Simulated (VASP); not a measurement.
Set up this calculation in VASP 6.6.1, as the native input.

* Task: single point
* Functional: PBE
* Potentials or basis: VASP PAW PBE potentials, release 64 (Ge_d, N)
* Cutoff: 520 eV
* k mesh: 24 × 24 × 20
* Occupations: gaussian, width 0.1 eV
* Spin: no spin polarisation
* Dipole correction: no
* Further INCAR settings: ALGO = Normal; EDIFF = 1e-06; NBANDS = 16

The structure of GeN lies in POSCAR:

```
GeN
1.0
    3.0172564577      0.0000000000      0.0000000000
   -1.5086282289      2.6130207421      0.0000000000
    0.0000000000      0.0000000000      2.8578225640
Ge N
1 1
Direct
    0.0000000000      0.0000000000      0.0000000000
    0.6666666667      0.3333333333      0.5000000000
```

One way to write it, as run:

INCAR

```
ALGO = Normal ; EDIFF = 1E-6
ENCUT = 520 ; GGA = PE
ISIF = 2 ; ISMEAR = 0
LASPH = T ; LCHARG = F
LREAL = F ; LWAVE = F
NBANDS = 16 ; NELM = 80
PREC = Accurate ; SIGMA = 0.1
```

KPOINTS

```
k-points
0
Gamma
  24 24 20
```

Potentials or basis: VASP PAW PBE potentials, release 64 (Ge_d, N).

Run with:

```bash
$ cat potpaw_PBE.64/Ge_d/POTCAR potpaw_PBE.64/N/POTCAR > POTCAR
$ mpirun -np 1 vasp_std > vasp.out
```

Results of the run:

```json
{
  "Pressure": "0.1 GPa",
  "Band gap on the k mesh": "zero (an odd number of electrons rules out a gap without spin polarisation)"
}
```

Wall time 56 s on 1 thread of Intel(R) Xeon(R) 6975P-C (Granite Rapids) (shared host), peak memory 0.33 GiB.
